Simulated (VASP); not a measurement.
Runs of VASP 6.6.1 on Ni. The structure is that of space group Fm-3m (No. 225), or close to it. The cells are those of the table. 

| cell | gap on the mesh (eV) | pressure (GPa) | moment (μB) |
| --- | --- | --- | --- |
| a = 2.410 Å, angles 60.0°, 1 atom | none | 15.7 | 0.68 |
| a = 2.508 Å, angles 60.0°, 1 atom | none | (c) | 0.76 |
| a = 2.460 Å, angles 60.0°, 1 atom | none | (b) | 0.72 |
| a = 2.484 Å, angles 60.0°, 1 atom | none | -5.4 | (a) |
| a = 2.435 Å, angles 60.0°, 1 atom | none | 7.4 | 0.70 |

Alike in all rows: task single point; level r2SCAN; potentials or basis VASP PAW PBE potentials, release 64 (Ni); spin collinear, ferromagnetic start; k mesh 20 × 20 × 20; cutoff (eV) 520; smearing gaussian 0.1 eV.

Task: Estimate the missing entries.

Result: (a) 0.74; (b) 0.2; (c) -10.4.

Caveats: the PAW data sets were made with another functional, which shifts forces and pressure a little; the cell stands under pressure (at least some runs); the cell stands under tension (at least some runs).

A gap of «none» marks levels without a gap at the run's occupations.
